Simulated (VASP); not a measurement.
# Ti3Al (Fm-3m) in VASP: relaxation of cell and atoms with PBEsol

Aim: the relaxation of cell and atoms of Ti3Al with PBEsol.

Program: VASP 6.6.1. These are calculated values, not measurements. Logs are shortened: lines on timing, memory, paths and dates and some standing lists are left out, and cuts for length are marked.

## 1. The cell of the first run

Symmetry: Fm-3m, No. 225, cubic system. The conventional cell has a = 6.460 Å, b = 6.460 Å, c = 6.460 Å, α = 90.00°, β = 90.00°, γ = 90.00°. Within 3.7 Å of Al (site symmetry m-3m) lie 14 Ti at 2.80 to 3.23 Å. Ti (site symmetry m-3m) has 8 Ti at 2.80 Å and 6 Al at 3.23 Å within 3.7 Å. Within 3.7 Å of Ti (site symmetry -43m) lie 4 Al at 2.80 Å and 10 Ti at 2.80 to 3.23 Å.

## 2. Relaxation of cell and atoms, PBEsol

INCAR

```
SYSTEM = Ti3Al
ALGO = Normal
EDIFF = 1E-7
EDIFFG = -0.01
ENCUT = 500
GGA = PS
GGA_COMPAT = .False.
IBRION = 2
ISIF = 3
ISMEAR = 1
LASPH = .True.
LCHARG = .False.
LREAL = .False.
LWAVE = .False.
NELM = 120
NELMIN = 4
NSW = 80
PREC = Accurate
SIGMA = 0.1
```

KPOINTS

```
k-points
0
Gamma
  6 6 6
  0 0 0
```

POSCAR

```
Ti3Al
1.0
    0.0000000000      3.2300000000      3.2300000000
    3.2300000000      0.0000000000      3.2300000000
    3.2300000000      3.2300000000      0.0000000000
Al Ti
1 3
Direct
    0.0000000000      0.0000000000      0.0000000000
    0.5000000000      0.5000000000      0.5000000000
    0.2500000000      0.2500000000      0.2500000000
    0.7500000000      0.7500000000      0.7500000000
```

Potentials or basis: VASP PAW PBE potentials, release 64 (Al, Ti_sv).

The run is started by

```sh
$ cat potpaw_PBE.64/Al/POTCAR potpaw_PBE.64/Ti_sv/POTCAR > POTCAR
$ mpirun -np 1 vasp_std > vasp.out
```

OUTCAR:

```text
SYSTEM = Ti3Al
   EDIFF = 1E-7
   EDIFFG = -0.01
   ENCUT = 500
   GGA = PS
   IBRION = 2
   ISIF = 3
   ISMEAR = 1
   LASPH = .True.
   LREAL = .False.
   NELM = 120
   NELMIN = 4
   NSW = 80
   PREC = Accurate

 ion  position               nearest neighbor table
   1  0.000  0.000  0.000-   4 2.80   4 2.80   4 2.80   3 2.80   3 2.80   3 2.80   4 2.80   3 2.80

   2  0.500  0.500  0.500-   3 2.80   3 2.80   3 2.80   4 2.80   4 2.80   4 2.80   4 2.80   3 2.80

   3  0.250  0.250  0.250-   1 2.80   1 2.80   1 2.80   2 2.80   2 2.80   2 2.80   2 2.80   1 2.80

   4  0.750  0.750  0.750-   2 2.80   2 2.80   2 2.80   1 2.80   1 2.80   1 2.80   2 2.80   1 2.80

  LATTYP: Found a face centered cubic cell.
 ALAT       =     6.4600000000

  Lattice vectors:

 A1 = (   0.0000000000,   3.2300000000,   3.2300000000)
 A2 = (   3.2300000000,   0.0000000000,   3.2300000000)
 A3 = (   3.2300000000,   3.2300000000,   0.0000000000)

Analysis of symmetry for initial positions (statically):
=====================================================================
 Subroutine PRICEL returns:
 Original cell was already a primitive cell.

 Routine SETGRP: Setting up the symmetry group for a
 face centered cubic supercell.

 Subroutine GETGRP returns: Found 48 space group operations
 (whereof 48 operations were pure point group operations)
 out of a pool of 48 trial point group operations.

The static configuration has the point symmetry O_h .

Analysis of symmetry for dynamics (positions and initial velocities):
=====================================================================
 Subroutine PRICEL returns:
 Original cell was already a primitive cell.

 Routine SETGRP: Setting up the symmetry group for a
 face centered cubic supercell.

 Subroutine GETGRP returns: Found 48 space group operations
 (whereof 48 operations were pure point group operations)
 out of a pool of 48 trial point group operations.

The dynamic configuration has the point symmetry O_h .

 Subroutine INISYM returns: Found 48 space group operations
 (whereof 48 operations are pure point group operations),
 and found     1 'primitive' translations

----------------------------------------------------------------------------------------

                                     Primitive cell

  volume of cell :      67.3965

  direct lattice vectors                    reciprocal lattice vectors
     0.000000000  3.230000000  3.230000000    -0.154798762  0.154798762  0.154798762
     3.230000000  0.000000000  3.230000000     0.154798762 -0.154798762  0.154798762
     3.230000000  3.230000000  0.000000000     0.154798762  0.154798762 -0.154798762

  length of vectors
     4.567909806  4.567909806  4.567909806     0.268119320  0.268119320  0.268119320

  position of ions in fractional coordinates (direct lattice)
     0.000000000  0.000000000  0.000000000
     0.500000000  0.500000000  0.500000000
     0.250000000  0.250000000  0.250000000
     0.750000000  0.750000000  0.750000000

  ion indices of the primitive-cell ions
   primitive index   ion index
                 1           1
                 2           2
                 3           3
                 4           4

----------------------------------------------------------------------------------------

 KPOINTS: k-points

Automatic generation of k-mesh.
 Grid dimensions read from file:
 generate k-points for:    6    6    6

 Generating k-lattice:

  Cartesian coordinates                     Fractional coordinates (reciprocal lattice)
    -0.025799794  0.025799794  0.025799794     0.166666667  0.000000000  0.000000000
     0.025799794 -0.025799794  0.025799794     0.000000000  0.166666667  0.000000000
     0.025799794  0.025799794 -0.025799794     0.000000000  0.000000000  0.166666667

  Length of vectors
     0.044686553  0.044686553  0.044686553

  Shift w.r.t. Gamma in fractional coordinates (k-lattice)
     0.000000000  0.000000000  0.000000000

 Subroutine IBZKPT returns following result:
 ===========================================

 Found     16 irreducible k-points:

 Following reciprocal coordinates:
            Coordinates               Weight
  0.000000  0.000000  0.000000      1.000000
  0.166667  0.000000  0.000000      8.000000
  0.333333  0.000000  0.000000      8.000000
  0.500000  0.000000  0.000000      4.000000
  0.166667  0.166667  0.000000      6.000000
  0.333333  0.166667  0.000000     24.000000
[... 8 lines left out ...]
 -0.333333  0.333333  0.166667     24.000000
 -0.333333  0.500000  0.166667     12.000000
   k-points           NKPTS =     16   k-points in BZ     NKDIM =     16   number of bands    NBANDS=     23
   number of dos      NEDOS =    301   number of ions     NIONS =      4
   total plane-waves  NPLWV =  46656
   dimension x,y,z NGX =    36 NGY =   36 NGZ =   36
   dimension x,y,z NGXF=    72 NGYF=   72 NGZF=   72
   ions per type =               1   3
   NGX,Y,Z   is equivalent  to a cutoff of  13.10, 13.10, 13.10 a.u.
   NGXF,Y,Z  is equivalent  to a cutoff of  26.20, 26.20, 26.20 a.u.
 SYSTEM =  Ti3Al
   PREC   = accura    normal or accurate (medium, high low for compatibility)
   ISTART =      0    job   : 0-new  1-cont  2-samecut
   ICHARG =      2    charge: 1-file 2-atom 10-const
   ISPIN  =      1    spin polarized calculation?
   LNONCOLLINEAR =      F non collinear calculations
   LSORBIT =      F    spin-orbit coupling
   LASPH  =      T    aspherical Exc in radial PAW
   ENCUT  =  500.0 eV  36.75 Ry    6.06 a.u.   8.33  8.33  8.33*2*pi/ulx,y,z
   NELM   =    120;   NELMIN=  4; NELMDL= -5     # of ELM steps
   EDIFF  = 0.1E-06   stopping-criterion for ELM
   LREAL  =      F    real-space projection
   EDIFFG = -.1E-01   stopping-criterion for IOM
   NSW    =     80    number of steps for IOM
   IBRION =      2    ionic relax: 0-MD 1-quasi-New 2-CG
   NFREE  =      1    steps in history (QN), initial steepest desc. (CG)
   ISIF   =      3    stress and relaxation
   ISYM   =      2    0-nonsym 1-usesym 2-fastsym
   POTIM  = 0.5000    time-step for ionic-motion
   TEBEG  =    0.0;   TEEND  =   0.0 temperature during run
   PSTRESS=    0.0 pullay stress
   NELECT =      39.0000    total number of electrons
   NUPDOWN=      -1.0000    fix difference up-down
   EMIN   =  10.00;   EMAX   =-10.00  energy-range for DOS
   EFERMI =   0.00;   METHOD = LEGACY
   ISMEAR =     1;   SIGMA  =   0.10  broadening in eV -4-tet -1-fermi 0-gaus
   EFERMI_NEDOS =   21; number of points for ismear=-14 and -15
   IALGO  =     38    algorithm
   IMIX   =      4    mixing-type and parameters
     AMIX     =   0.40;   BMIX     =  1.00
     AMIX_MAG =   1.60;   BMIX_MAG =  1.00
  volume/ion in A,a.u.               =      16.85       113.70
  Fermi-wavevector in a.u.,A,eV,Ry     =   1.364218  2.577999 25.321685  1.861091
  Thomas-Fermi vector in A             =   2.490553
   LORBIT       =      0    0 simple, 1 ext, 2 COOP (PROOUT), +10 PAW based schemes
   GGA     = PS    functional components
   LHFCALC =     F    Hartree Fock is set to
   AEXX    =    0.0000 exact exchange contribution
   IVDW    =     0    specifies the selected vdW correction
   LEPSILON=     F    determine dielectric tensor
   LRPA    =     F    only Hartree local field effects (RPA)
 conjugate gradient relaxation of ions
 non-spin polarized calculation
 Methfessel and Paxton  Order N= 1 SIGMA  =   0.10
  energy-cutoff  :      500.00
  volume of cell :       67.40
 maximum number of plane-waves:      1724
 NGX is ok and might be reduce to    36
   NGX = 17   NGY = 17   NGZ = 17

--------------------------------------- Ionic step        1  -------------------------------------------

 number of electron      39.0000008 magnetization

 Free energy of the ion-electron system (eV)
  ---------------------------------------------------
  ext. energy  EPLUGINS =         0.00000000
  ---------------------------------------------------
  free energy    TOTEN  =       -29.64573481 eV

  energy without entropy =      -29.64473477  energy(sigma->0) =      -29.64540146

------------------------ aborting loop because EDIFF is reached ----------------------------------------

  FORCE on cell =-STRESS in cart. coord.  units (eV):
  Direction    XX          YY          ZZ          XY          YZ          ZX
  --------------------------------------------------------------------------------------
  -------------------------------------------------------------------------------------
  Total       -2.0581784     -2.0581784     -2.0581784      0.0000000     -0.0000000     -0.0000000
  in kB      -48.9278401    -48.9278401    -48.9278401      0.0000000     -0.0000000     -0.0000000
  external PRESSURE =     -48.9278401 kB  Pullay stress =       0.0000000 kB

 VOLUME and BASIS-vectors are now :
 -----------------------------------------------------------------------------
  energy-cutoff  :      500.00
  volume of cell :       67.40
      direct lattice vectors                 reciprocal lattice vectors
     0.000000000  3.230000000  3.230000000    -0.154798762  0.154798762  0.154798762
     3.230000000  0.000000000  3.230000000     0.154798762 -0.154798762  0.154798762
     3.230000000  3.230000000  0.000000000     0.154798762  0.154798762 -0.154798762

 POSITION                                       TOTAL-FORCE (eV/Angst)
 -----------------------------------------------------------------------------------
      0.00000      0.00000      0.00000         0.000000     -0.000000     -0.000000
      3.23000      3.23000      3.23000         0.000000     -0.000000     -0.000000
      1.61500      1.61500      1.61500         0.000000      0.000000      0.000000
      4.84500      4.84500      4.84500        -0.000000     -0.000000     -0.000000
 -----------------------------------------------------------------------------------
    total drift:                                0.000000      0.000000      0.000000

  FREE ENERGIE OF THE ION-ELECTRON SYSTEM (eV)
  ---------------------------------------------------
  free  energy   TOTEN  =       -29.6457348118 eV
[... 17 lines left out ...]
 VOLUME and BASIS-vectors are now :
 -----------------------------------------------------------------------------
  energy-cutoff  :      500.00
  volume of cell :       62.50
      direct lattice vectors                 reciprocal lattice vectors
    -0.000000000  3.149821718  3.149821718    -0.158739143  0.158739143  0.158739143
     3.149821718 -0.000000000  3.149821718     0.158739143 -0.158739143  0.158739143
     3.149821718  3.149821718 -0.000000000     0.158739143  0.158739143 -0.158739143

 POSITION                                       TOTAL-FORCE (eV/Angst)
 -----------------------------------------------------------------------------------
     -0.00000      3.14982      3.14982         0.000000      0.000000      0.000000
      3.14982      3.14982      3.14982         0.000000      0.000000      0.000000
      1.57491      1.57491      1.57491        -0.000000      0.000000      0.000000
      4.72473      4.72473      4.72473         0.000000     -0.000000     -0.000000
 -----------------------------------------------------------------------------------
    total drift:                                0.000000      0.000000      0.000000

  FREE ENERGIE OF THE ION-ELECTRON SYSTEM (eV)
  ---------------------------------------------------
  free  energy   TOTEN  =       -29.6679465883 eV

  energy  without entropy=      -29.6662112169  energy(sigma->0) =      -29.66736813

--------------------------------------- Ionic step        3  -------------------------------------------

 number of electron      39.0000009 magnetization

 Free energy of the ion-electron system (eV)
  ---------------------------------------------------
  ext. energy  EPLUGINS =         0.00000000
  ---------------------------------------------------
  free energy    TOTEN  =       -29.69185646 eV

  energy without entropy =      -29.69064575  energy(sigma->0) =      -29.69145289

 E-fermi :   8.4399     XC(G=0): -11.5844

 val. band max:        8.4246426912   @ k =   0.3333   0.1667   0.0000
 cond. band min:       8.4670839402   @ k =  -0.3333   0.5000   0.1667
 fundamental gap:      0.0424412491
 Fermi energy:         8.4399309538

 k-point     1 :       0.0000    0.0000    0.0000
  band No.  band energies     occupation
      1     -47.8264      2.00000
      2     -47.7376      2.00000
      3     -47.5271      2.00000
      4     -24.2333      2.00000
      5     -24.2333      2.00000
      6     -24.2333      2.00000
[... 15 lines left out ...]
     22      10.8253      0.00000
     23      10.8253      0.00000

 k-point     2 :       0.1667    0.0000    0.0000
  band No.  band energies     occupation
      1     -47.8165      2.00000
      2     -47.7405      2.00000
      3     -47.5343      2.00000
      4     -24.2889      2.00000
      5     -24.2699      2.00000
      6     -24.2699      2.00000
[... 392 lines left out ...]
 VOLUME and BASIS-vectors are now :
 -----------------------------------------------------------------------------
  energy-cutoff  :      500.00
  volume of cell :       64.49
      direct lattice vectors                 reciprocal lattice vectors
    -0.000000000  3.182853077  3.182853077    -0.157091763  0.157091763  0.157091763
     3.182853077 -0.000000000  3.182853077     0.157091763 -0.157091763  0.157091763
     3.182853077  3.182853077 -0.000000000     0.157091763  0.157091763 -0.157091763

 POSITION                                       TOTAL-FORCE (eV/Angst)
 -----------------------------------------------------------------------------------
      0.00000      0.00000      0.00000         0.000000     -0.000000     -0.000000
      3.18285      3.18285      3.18285         0.000000     -0.000000     -0.000000
      1.59143      1.59143      1.59143         0.000000      0.000000      0.000000
      4.77428      4.77428      4.77428        -0.000000     -0.000000     -0.000000
 -----------------------------------------------------------------------------------
    total drift:                                0.000000      0.000000      0.000000

  FREE ENERGIE OF THE ION-ELECTRON SYSTEM (eV)
  ---------------------------------------------------
  free  energy   TOTEN  =       -29.6918564566 eV

  energy  without entropy=      -29.6906457472  energy(sigma->0) =      -29.69145289

 reached required accuracy - stopping structural energy minimisation
```

It took 1.7 min on 1 thread of Intel Xeon Platinum 8488C (Sapphire Rapids), shared host; peak memory 0.21 GiB.

Results:

```yaml
Free_energy: -29.6919 eV
Relaxed_volume: 16.12 Å³/atom
Relaxed_cell: a = 4.501 Å, b = 4.501 Å, c = 4.501 Å, α = 60.00°, β = 60.00°, γ = 60.00°
Space_group_after_relaxing_to_0.1_Å: Fm-3m (No. 225)
Energy_gained_by_relaxing: 11.5 meV/atom
Ionic_steps: 3
Pressure_after_relaxing: 0.0 GPa
Band_gap_on_the_k_mesh: zero (an odd number of electrons rules out a gap without spin polarisation)
```

The path:
```
step  energy change (eV)  largest force (eV/Å)  pressure (GPa)  volume (Å³)
   1              0.0000                0.0000           -4.89        67.40
   2             -0.0222                0.0000            3.96        62.50
   3             -0.0461                0.0000           -0.01        64.49
```

Final structure:
```cif
data_structure
_symmetry_space_group_name_H-M 'P 1'
_symmetry_Int_Tables_number 1
_cell_length_a 4.5012
_cell_length_b 4.5012
_cell_length_c 4.5012
_cell_angle_alpha 60.000
_cell_angle_beta 60.000
_cell_angle_gamma 60.000
_cell_volume 64.49
loop_
_atom_site_label
_atom_site_type_symbol
_atom_site_fract_x
_atom_site_fract_y
_atom_site_fract_z
_atom_site_occupancy
Al1 Al 0.00000 0.00000 0.00000 1
Ti1 Ti 0.50000 0.50000 0.50000 1
Ti2 Ti 0.25000 0.25000 0.25000 1
Ti3 Ti 0.75000 0.75000 0.75000 1
```

Caveat: the PAW data sets were made with another functional, which shifts forces and pressure a little.
